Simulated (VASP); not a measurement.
Input of a VASP 6.6.1 run:

INCAR

```
PREC = Accurate ; ENCUT = 520
EDIFF = 1E-7 ; ISMEAR = 0
SIGMA = 0.025 ; LREAL = False
LASPH = True ; NELM = 80
ALGO = Normal ; ISIF = 2
LWAVE = False ; LCHARG = False
NBANDS = 17
```

The input KPOINTS:

```
regular mesh
0
Gamma
  10 11 13
```

The input POSCAR:

```
TiSi2
1.0
   -1.4728720000      1.7121300000      4.2120830000
    1.4728720000     -1.7121300000      4.2120830000
    1.4728720000      1.7121300000     -4.2120830000
Ti Si
1 2
Direct
    0.0000000000      0.0000000000      0.0000000000
    0.3299220006      0.3299220006      0.0000000000
    0.6700779994      0.6700779994      0.0000000000
```

Potentials or basis: VASP PAW LDA potentials, release 64 (Ti_sv, Si).

Run with:

```bash
$ cat potpaw_LDA.64/Ti_sv/POTCAR potpaw_LDA.64/Si/POTCAR > POTCAR
$ mpirun -np 1 vasp_std > vasp.out
```

Task: Predict the pressure.

Result: -6.4 GPa.

Task: Predict the band gap on the k mesh.

Result: Zero (band 10 reaches 11.15 eV, above the bottom of band 11 at 8.85 eV).

Forces in eV/Å, atoms in the order of the input:
```
Ti   0.000  0.000  0.000
Si   0.000  0.000  0.100
Si   0.000  0.000 -0.100
```
